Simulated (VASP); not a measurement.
# ZnRuC4N4 (P-43m) in VASP: notebook

Runs on ZnRuC4N4. Level: PBE. Tasks: single point.

Program: VASP 6.6.1. These are calculated values, not measurements. Logs are shortened: lines on timing, memory, paths and dates and some standing lists are left out, and cuts for length are marked.

## (1) The cell of the first run

The structure is cubic, space group P-43m (No. 215). Conventional cell: a = 5.857 Å, b = 5.857 Å, c = 5.857 Å, α = 90.00°, β = 90.00°, γ = 90.00°. Within 2.5 Å of Zn (site symmetry -43m) lie 4 C at 1.92 Å. Within 2.6 Å of Ru (site symmetry -43m) lie 4 N at 1.99 Å. C (site symmetry 3m) has 1 N at 1.17 Å within 1.6 Å. N (site symmetry 3m) has 1 C at 1.17 Å within 1.6 Å.

## (2) Single point, PBE, collinear spin, ferromagnetic start

Contents of INCAR:

```
ALGO     = Normal         # electronic algorithm
EDIFF    = 1E-6           # SCF threshold, eV
ENCUT    = 520            # plane-wave cutoff, eV
GGA      = PE             # functional
ISIF     = 2              # what is computed and relaxed
ISMEAR   = 0              # smearing method
ISPIN    = 2              # spin polarisation
LASPH    = True           # aspherical terms in the spheres
LCHARG   = False          # write CHGCAR
LMAXMIX  = 4              # l up to which the mixer works
LORBIT   = 11             # projections on sites
LREAL    = False          # projectors in reciprocal space
LWAVE    = False          # write WAVECAR
MAGMOM   = 0 1 0 0 0 0 0 0 0 0 # initial moments
NBANDS   = 46             # bands
NELM     = 150            # most SCF steps
PREC     = Accurate       # precision mode
SIGMA    = 0.1            # smearing width, eV
```

Contents of KPOINTS:

```
k-points
0
Gamma
  4 4 4
```

Contents of POSCAR:

```
ZnRuC4N4
1.0
    5.8566411300      0.0000000000      0.0000000000
    0.0000000000      5.8566411300      0.0000000000
    0.0000000000      0.0000000000      5.8566411300
Zn Ru C N
1 1 4 4
Direct
    0.0000000000      0.0000000000      0.0000000000
    0.5000000000      0.5000000000      0.5000000000
    0.1889787100      0.1889787100      0.1889787100
    0.1889787100      0.8110212900      0.8110212900
    0.8110212900      0.1889787100      0.8110212900
    0.8110212900      0.8110212900      0.1889787100
    0.3043178200      0.3043178200      0.3043178200
    0.3043178200      0.6956821800      0.6956821800
    0.6956821800      0.3043178200      0.6956821800
    0.6956821800      0.6956821800      0.3043178200
```

Potentials or basis: VASP PAW PBE potentials, release 64 (Zn, Ru_pv, C, N).

Started as:

```
$ cat potpaw_PBE.64/Zn/POTCAR potpaw_PBE.64/Ru_pv/POTCAR potpaw_PBE.64/C/POTCAR potpaw_PBE.64/N/POTCAR > POTCAR
$ mpirun -np 1 vasp_std > vasp.out
```

OUTCAR:

```text
EDIFF = 1E-6
   ENCUT = 520
   GGA = PE
   ISIF = 2
   ISMEAR = 0
   ISPIN = 2
   LASPH = True
   LORBIT = 11
   LREAL = False
   NELM = 150
   PREC = Accurate

 ion  position               nearest neighbor table
   1  0.000  0.000  0.000-   3 1.92   4 1.92   5 1.92   6 1.92
   2  0.500  0.500  0.500-   7 1.99   8 1.99   9 1.99  10 1.99
   3  0.189  0.189  0.189-   7 1.17   1 1.92
   4  0.189  0.811  0.811-   8 1.17   1 1.92
   5  0.811  0.189  0.811-   9 1.17   1 1.92
   6  0.811  0.811  0.189-  10 1.17   1 1.92
   7  0.304  0.304  0.304-   3 1.17   2 1.99
   8  0.304  0.696  0.696-   4 1.17   2 1.99
   9  0.696  0.304  0.696-   5 1.17   2 1.99
  10  0.696  0.696  0.304-   6 1.17   2 1.99

  LATTYP: Found a simple cubic cell.
 ALAT       =     5.8566411300

  Lattice vectors:

 A1 = (   5.8566411300,   0.0000000000,   0.0000000000)
 A2 = (   0.0000000000,   5.8566411300,   0.0000000000)
 A3 = (   0.0000000000,   0.0000000000,   5.8566411300)

Analysis of symmetry for initial positions (statically):
=====================================================================
 Subroutine PRICEL returns:
 Original cell was already a primitive cell.

 Routine SETGRP: Setting up the symmetry group for a
 simple cubic supercell.

 Subroutine GETGRP returns: Found 24 space group operations
 (whereof 24 operations were pure point group operations)
 out of a pool of 48 trial point group operations.

The static configuration has the point symmetry T_d .

Analysis of symmetry for dynamics (positions and initial velocities):
=====================================================================
 Subroutine PRICEL returns:
 Original cell was already a primitive cell.

 Routine SETGRP: Setting up the symmetry group for a
 simple cubic supercell.

 Subroutine GETGRP returns: Found 24 space group operations
 (whereof 24 operations were pure point group operations)
 out of a pool of 48 trial point group operations.

The dynamic configuration has the point symmetry T_d .

Analysis of structural, dynamic, and magnetic symmetry:
=====================================================================
 Subroutine PRICEL returns:
 Original cell was already a primitive cell.

 Routine SETGRP: Setting up the symmetry group for a
 simple cubic supercell.

 Subroutine GETGRP returns: Found 24 space group operations
 (whereof 24 operations were pure point group operations)
 out of a pool of 48 trial point group operations.

The overall configuration has the point symmetry T_d .

 Subroutine INISYM returns: Found 24 space group operations
 (whereof 24 operations are pure point group operations),
 and found     1 'primitive' translations

----------------------------------------------------------------------------------------

                                     Primitive cell

  volume of cell :     200.8842

  direct lattice vectors                    reciprocal lattice vectors
     5.856641130  0.000000000  0.000000000     0.170746334  0.000000000  0.000000000
     0.000000000  5.856641130  0.000000000     0.000000000  0.170746334  0.000000000
     0.000000000  0.000000000  5.856641130     0.000000000  0.000000000  0.170746334

  length of vectors
     5.856641130  5.856641130  5.856641130     0.170746334  0.170746334  0.170746334

  position of ions in fractional coordinates (direct lattice)
     0.000000000  0.000000000  0.000000000
     0.500000000  0.500000000  0.500000000
     0.188978710  0.188978710  0.188978710
     0.188978710  0.811021290  0.811021290
     0.811021290  0.188978710  0.811021290
     0.811021290  0.811021290  0.188978710
     0.304317820  0.304317820  0.304317820
     0.304317820  0.695682180  0.695682180
     0.695682180  0.304317820  0.695682180
     0.695682180  0.695682180  0.304317820

  ion indices of the primitive-cell ions
   primitive index   ion index
                 1           1
                 2           2
                 3           3
                 4           4
[... 50 lines left out ...]
   ions per type =               1   1   4   4
   NGX,Y,Z   is equivalent  to a cutoff of  13.63, 13.63, 13.63 a.u.
   NGXF,Y,Z  is equivalent  to a cutoff of  27.25, 27.25, 27.25 a.u.
 SYSTEM =  unknown system
   PREC   = accura    normal or accurate (medium, high low for compatibility)
   ISTART =      0    job   : 0-new  1-cont  2-samecut
   ICHARG =      2    charge: 1-file 2-atom 10-const
   ISPIN  =      2    spin polarized calculation?
   LNONCOLLINEAR =      F non collinear calculations
   LSORBIT =      F    spin-orbit coupling
   LASPH  =      T    aspherical Exc in radial PAW
   ENCUT  =  520.0 eV  38.22 Ry    6.18 a.u.  10.89 10.89 10.89*2*pi/ulx,y,z
   NELM   =    150;   NELMIN=  2; NELMDL= -5     # of ELM steps
   EDIFF  = 0.1E-05   stopping-criterion for ELM
   LREAL  =      F    real-space projection
   EDIFFG = 0.1E-04   stopping-criterion for IOM
   NSW    =      0    number of steps for IOM
   IBRION =     -1    ionic relax: 0-MD 1-quasi-New 2-CG
   NFREE  =      0    steps in history (QN), initial steepest desc. (CG)
   ISIF   =      2    stress and relaxation
   ISYM   =      2    0-nonsym 1-usesym 2-fastsym
   POTIM  = 0.5000    time-step for ionic-motion
   TEBEG  =    0.0;   TEEND  =   0.0 temperature during run
   PSTRESS=    0.0 pullay stress
   NELECT =      62.0000    total number of electrons
   NUPDOWN=      -1.0000    fix difference up-down
   EMIN   =  10.00;   EMAX   =-10.00  energy-range for DOS
   EFERMI =   0.00;   METHOD = LEGACY
   ISMEAR =     0;   SIGMA  =   0.10  broadening in eV -4-tet -1-fermi 0-gaus
   EFERMI_NEDOS =   21; number of points for ismear=-14 and -15
   IALGO  =     38    algorithm
   IMIX   =      4    mixing-type and parameters
     AMIX     =   0.40;   BMIX     =  1.00
     AMIX_MAG =   1.60;   BMIX_MAG =  1.00
  volume/ion in A,a.u.               =      20.09       135.56
  Fermi-wavevector in a.u.,A,eV,Ry     =   1.106344  2.090687 16.653485  1.223997
  Thomas-Fermi vector in A             =   2.242843
   LORBIT       =     11    0 simple, 1 ext, 2 COOP (PROOUT), +10 PAW based schemes
   GGA     = PE    functional components
   LHFCALC =     F    Hartree Fock is set to
   AEXX    =    0.0000 exact exchange contribution
   IVDW    =     0    specifies the selected vdW correction
   LEPSILON=     F    determine dielectric tensor
   LRPA    =     F    only Hartree local field effects (RPA)
 spin polarized calculation
 Gauss-broadening in eV      SIGMA  =   0.10
  energy-cutoff  :      520.00
  volume of cell :      200.88
 maximum number of plane-waves:      5452
 NGX is ok and might be reduce to    48
   NGX = 21   NGY = 21   NGZ = 21

 number of electron      61.9999995 magnetization       1.9999344

 Free energy of the ion-electron system (eV)
  ---------------------------------------------------
  ext. energy  EPLUGINS =         0.00000000
  ---------------------------------------------------
  free energy    TOTEN  =       -74.27991273 eV

  energy without entropy =      -74.22825852  energy(sigma->0) =      -74.25408563

 E-fermi :  -0.3954     XC(G=0):  -7.3674

 val. band max:       -0.4090470765   @ k =   0.2500   0.2500   0.2500
 cond. band min:      -0.3726504932   @ k =   0.5000   0.2500   0.2500
 fundamental gap:      0.0363965833
 Fermi energy:        -0.3954470296

 spin component 1

 k-point     1 :       0.0000    0.0000    0.0000
  band No.  band energies     occupation
      1     -43.9386      1.00000
      2     -43.9386      1.00000
      3     -43.9386      1.00000
      4     -18.6621      1.00000
      5     -18.5343      1.00000
      6     -18.5343      1.00000
[... 449 lines left out ...]
     42       6.4973      0.00000
     43       6.6860      0.00000
 Fermi energy:        -0.3954470296

 spin component 2

 k-point     1 :       0.0000    0.0000    0.0000
  band No.  band energies     occupation
      1     -42.8474      1.00000
      2     -42.8474      1.00000
      3     -42.8472      1.00000
      4     -18.5976      1.00000
      5     -18.4695      1.00000
      6     -18.4695      1.00000
[... 449 lines left out ...]
     42       6.7638      0.00000
     43       6.7638      0.00000
 [bands above 43 left out]

------------------------ aborting loop because EDIFF is reached ----------------------------------------

  FORCE on cell =-STRESS in cart. coord.  units (eV):
  Direction    XX          YY          ZZ          XY          YZ          ZX
  --------------------------------------------------------------------------------------
  -------------------------------------------------------------------------------------
  Total        4.0256331      4.0256331      4.0256331      0.0000000      0.0000000      0.0000000
  in kB       32.1069409     32.1069409     32.1069409      0.0000000      0.0000000      0.0000000
  external PRESSURE =      32.1069409 kB  Pullay stress =       0.0000000 kB

 VOLUME and BASIS-vectors are now :
 -----------------------------------------------------------------------------
  energy-cutoff  :      520.00
  volume of cell :      200.88
      direct lattice vectors                 reciprocal lattice vectors
     5.856641130  0.000000000  0.000000000     0.170746334  0.000000000  0.000000000
     0.000000000  5.856641130  0.000000000     0.000000000  0.170746334  0.000000000
     0.000000000  0.000000000  5.856641130     0.000000000  0.000000000  0.170746334

 POSITION                                       TOTAL-FORCE (eV/Angst)
 -----------------------------------------------------------------------------------
      0.00000      0.00000      0.00000        -0.000000      0.000000      0.000000
      2.92832      2.92832      2.92832        -0.000000      0.000000      0.000000
      1.10678      1.10678      1.10678         0.251463      0.251463      0.251463
      1.10678      4.74986      4.74986         0.251463     -0.251463     -0.251463
      4.74986      1.10678      4.74986        -0.251463      0.251463     -0.251463
      4.74986      4.74986      1.10678        -0.251463     -0.251463      0.251463
      1.78228      1.78228      1.78228         0.352643      0.352643      0.352643
      1.78228      4.07436      4.07436         0.352643     -0.352643     -0.352643
      4.07436      1.78228      4.07436        -0.352643      0.352643     -0.352643
      4.07436      4.07436      1.78228        -0.352643     -0.352643      0.352643
 -----------------------------------------------------------------------------------
    total drift:                               -0.000000     -0.000000      0.000000

  FREE ENERGIE OF THE ION-ELECTRON SYSTEM (eV)
  ---------------------------------------------------
  free  energy   TOTEN  =       -74.2799127347 eV

  energy  without entropy=      -74.2282585176  energy(sigma->0) =      -74.25408563

 total charge

# of ion       s       p       d       tot
------------------------------------------
    1        0.586   0.831   9.788  11.205
    2        0.310   6.282   5.887  12.480
    3        0.963   1.629   0.000   2.592
    4        0.963   1.629   0.000   2.592
    5        0.963   1.629   0.000   2.592
    6        0.963   1.629   0.000   2.592
    7        1.296   2.603   0.000   3.898
    8        1.296   2.603   0.000   3.898
    9        1.296   2.603   0.000   3.898
   10        1.296   2.603   0.000   3.898
--------------------------------------------------
tot          9.931  24.039  15.675  49.644

 magnetization (x)

# of ion       s       p       d       tot
------------------------------------------
    1        0.000  -0.001   0.007   0.007
    2        0.006   0.072   1.255   1.333
    3        0.007   0.042   0.000   0.049
    4        0.007   0.042   0.000   0.049
    5        0.007   0.042   0.000   0.049
    6        0.007   0.042   0.000   0.049
    7        0.009   0.004   0.000   0.013
    8        0.009   0.004   0.000   0.013
    9        0.009   0.004   0.000   0.013
   10        0.009   0.004   0.000   0.013
--------------------------------------------------
tot          0.067   0.256   1.263   1.585
```

Run time: 10 min. Hardware: 1 thread of Intel Xeon 8259CL, shared host; peak memory 0.49 GiB.

What came out:

| Quantity | Value |
| --- | --- |
| Free energy | -74.2799 eV |
| Pressure | 3.2 GPa |
| Largest force | 0.611 eV/Å |
| Band gap on the k mesh | zero (filled and empty bands overlap) |
| Net moment | 2.00 μB per cell |
| Site moments | Zn +0.01; Ru +1.33; C +0.05; N +0.01 μB |
| Valence electrons inside the program's atomic spheres | Zn 11.21; Ru 12.48; C 2.59; N 3.90 |

Forces in eV/Å, atoms in the order of the input:
```
Zn   0.000  0.000  0.000
Ru   0.000  0.000  0.000
C    0.251  0.251  0.251
C    0.251 -0.251 -0.251
C   -0.251  0.251 -0.251
C   -0.251 -0.251  0.251
N    0.353  0.353  0.353
N    0.353 -0.353 -0.353
N   -0.353  0.353 -0.353
N   -0.353 -0.353  0.353
```

Levels at points of the mesh, in eV from the Fermi level:
Spin up:
```csv
k point,band 29,band 30,band 31,band 32,band 33,band 34,band 35,band 36,band 37,band 38
"(0.00, 0.00, 0.00)",-1.25,-1.25,-0.32,-0.32,-0.32,3.82,3.82,3.82,4.37,4.37
"(0.50, 0.00, 0.00)",-1.15,-1.10,-0.11,0.07,0.07,3.45,3.45,3.85,3.97,4.09
"(0.50, 0.50, 0.00)",-1.14,-1.09,-0.14,0.11,0.11,3.55,3.55,3.95,4.00,4.00
"(0.50, 0.50, 0.50)",-1.15,-1.15,-0.16,-0.16,-0.16,3.95,3.95,3.95,4.48,4.48
```
Spin down:
```
           k point  band 27  band 28  band 29  band 30  band 31  band 32  band 33  band 34
(0.00, 0.00, 0.00)    -3.15    -3.15    -0.77    -0.77     0.64     0.64     0.64     4.16
(0.50, 0.00, 0.00)    -3.23    -3.23    -0.70    -0.62     0.92     1.06     1.06     3.62
(0.50, 0.50, 0.00)    -3.20    -3.20    -0.69    -0.62     0.88     1.14     1.14     3.64
(0.50, 0.50, 0.50)    -3.20    -3.20    -0.69    -0.69     0.87     0.87     0.87     4.18
```

Caveat: the cell stands under pressure.

## (3) Single point, PBE, collinear spin, ferromagnetic start

This run uses another cell than the first one, of 21.12 Å³/atom.

Contents of INCAR:

```
PREC = Accurate ; ENCUT = 520
EDIFF = 1E-7 ; ISMEAR = 0
SIGMA = 0.1 ; LREAL = F
LASPH = T ; NELM = 150
ALGO = Normal ; ISIF = 2
LWAVE = F ; LCHARG = T
ISPIN = 2 ; MAGMOM = 0 1 0 0 0 0 0 0 0 0
LORBIT = 11 ; LMAXMIX = 4
GGA = PE ; LELF = T
LVHAR = T ; NBANDS = 46
```

Contents of KPOINTS:

```
regular mesh
0
Gamma
  4 4 4
```

Contents of POSCAR:

```
ZnRuC4N4
1.0
    5.9550407547      0.0000000000      0.0000000000
    0.0000000000      5.9550407547      0.0000000000
    0.0000000000      0.0000000000      5.9550407547
Zn Ru C N
1 1 4 4
Direct
    0.0000000000      0.0000000000      0.0000000000
    0.5000000000      0.5000000000      0.5000000000
    0.1935558029      0.1935558029      0.1935558029
    0.1935558029      0.8064441971      0.8064441971
    0.8064441971      0.1935558029      0.8064441971
    0.8064441971      0.8064441971      0.1935558029
    0.3072008684      0.3072008684      0.3072008684
    0.3072008684      0.6927991316      0.6927991316
    0.6927991316      0.3072008684      0.6927991316
    0.6927991316      0.6927991316      0.3072008684
```

Potentials or basis: VASP PAW PBE potentials, release 64 (Zn, Ru_pv, C, N).

Started as:

```
$ cat potpaw_PBE.64/Zn/POTCAR potpaw_PBE.64/Ru_pv/POTCAR potpaw_PBE.64/C/POTCAR potpaw_PBE.64/N/POTCAR > POTCAR
$ mpirun -np 1 vasp_std > vasp.out
```

Run time: 9.3 min. Hardware: 1 thread of Intel Xeon 8259CL, shared host; peak memory 0.5 GiB.

It converged, with:

```
Free energy                                           : -74.4756 eV
Pressure                                              : 0.7 GPa
Largest force                                         : 0.379 eV/Å
Band gap on the k mesh                                : zero (filled and empty bands overlap)
Net moment                                            : 2.00 μB per cell
Site moments                                          : Zn +0.01; Ru +1.34; C +0.05; N +0.01 μB
Valence electrons inside the program's atomic spheres : Zn 10.99; Ru 12.47; C 2.57; N 3.89
```

Forces in eV/Å, atoms in the order of the input:
```
Zn   0.000  0.000  0.000
Ru   0.000  0.000  0.000
C   -0.155 -0.155 -0.155
C   -0.155  0.155  0.155
C    0.155 -0.155  0.155
C    0.155  0.155 -0.155
N    0.219  0.219  0.219
N    0.219 -0.219 -0.219
N   -0.219  0.219 -0.219
N   -0.219 -0.219  0.219
```

Levels at points of the mesh, in eV from the Fermi level:
Spin up:
| k point | band 29 | band 30 | band 31 | band 32 | band 33 | band 34 | band 35 | band 36 | band 37 | band 38 |
| --- | --- | --- | --- | --- | --- | --- | --- | --- | --- | --- |
| (0.00, 0.00, 0.00) | -1.22 | -1.22 | -0.28 | -0.28 | -0.28 | 3.80 | 3.80 | 3.80 | 4.37 | 4.37 |
| (0.50, 0.00, 0.00) | -1.15 | -1.09 | -0.10 | 0.06 | 0.06 | 3.46 | 3.46 | 3.86 | 3.93 | 4.11 |
| (0.50, 0.50, 0.00) | -1.14 | -1.08 | -0.13 | 0.09 | 0.09 | 3.53 | 3.53 | 3.93 | 4.00 | 4.04 |
| (0.50, 0.50, 0.50) | -1.13 | -1.13 | -0.14 | -0.14 | -0.14 | 3.91 | 3.91 | 3.91 | 4.50 | 4.50 |
Spin down:
| k point | band 26 | band 27 | band 28 | band 29 | band 30 | band 31 | band 32 | band 33 | band 34 | band 35 |
| --- | --- | --- | --- | --- | --- | --- | --- | --- | --- | --- |
| (0.00, 0.00, 0.00) | -3.21 | -3.21 | -3.21 | -0.74 | -0.74 | 0.68 | 0.68 | 0.68 | 4.14 | 4.14 |
| (0.50, 0.00, 0.00) | -3.43 | -3.28 | -3.28 | -0.70 | -0.61 | 0.93 | 1.06 | 1.06 | 3.62 | 3.62 |
| (0.50, 0.50, 0.00) | -3.43 | -3.26 | -3.26 | -0.68 | -0.60 | 0.90 | 1.13 | 1.13 | 3.62 | 3.62 |
| (0.50, 0.50, 0.50) | -3.25 | -3.25 | -3.25 | -0.66 | -0.66 | 0.89 | 0.89 | 0.89 | 4.14 | 4.14 |
